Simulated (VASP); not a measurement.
The system is Ti.

```
CELL_PARAMETERS angstrom
2.95000 0.00000 0.00000
-1.47500 2.55477 0.00000
0.00000 0.00000 4.68000
ATOMIC_POSITIONS crystal
Ti 0.66667 0.33333 0.75000
Ti 0.33333 0.66667 0.25000
```

- Program: VASP 6.6.1
- Task: relaxation of cell and atoms
- Functional: LDA
- Potentials or basis: VASP PAW LDA potentials, release 64 (Ti_sv)
- Cutoff: 600 eV
- k mesh: 10 × 10 × 6
- Occupations: fermi-dirac, width 0.025 eV
- Spin: collinear spin
- Starting moments: [1.0, -0.5] μB

At the start: pressure -9.9 GPa; volume 17.64 Å³/atom.

Problem. Where does the relaxation end?

Solution. Over 10 steps the energy falls by 52.5 meV/atom and the volume is 16.06 Å³/atom (-8.9 %); space group P6_3/mmc (No. 194, to 0.1 Å) before and after; moment 0.00 μB per cell.

The path:
| step | energy change (eV) | largest force (eV/Å) | pressure (GPa) | volume (Å³) |
| --- | --- | --- | --- | --- |
| 1 | 0.0000 | 0.0000 | -9.91 | 35.27 |
| 2 | -0.0440 | 0.0000 | 9.65 | 29.99 |
| 3 | -0.1049 | 0.0000 | -0.09 | 32.14 |
| 4 | -0.1048 | 0.0000 | 0.11 | 32.08 |
| 5 | -0.1050 | 0.0000 | 0.17 | 32.08 |
| 6 | -0.1050 | 0.0000 | 0.19 | 32.08 |
| 7 | -0.1050 | 0.0000 | 0.17 | 32.08 |
| 8 | -0.1050 | 0.0000 | 0.17 | 32.08 |
| 9 | -0.1050 | 0.0000 | -0.10 | 32.16 |
| 10 | -0.1050 | 0.0000 | -0.02 | 32.12 |

Final structure:
```cif
data_structure
_symmetry_space_group_name_H-M 'P 1'
_symmetry_Int_Tables_number 1
_cell_length_a 2.8663
_cell_length_b 2.8663
_cell_length_c 4.5144
_cell_angle_alpha 90.000
_cell_angle_beta 90.000
_cell_angle_gamma 120.000
_cell_volume 32.12
loop_
_atom_site_label
_atom_site_type_symbol
_atom_site_fract_x
_atom_site_fract_y
_atom_site_fract_z
_atom_site_occupancy
Ti1 Ti 0.66667 0.33333 0.75000 1
Ti2 Ti 0.33333 0.66667 0.25000 1
```
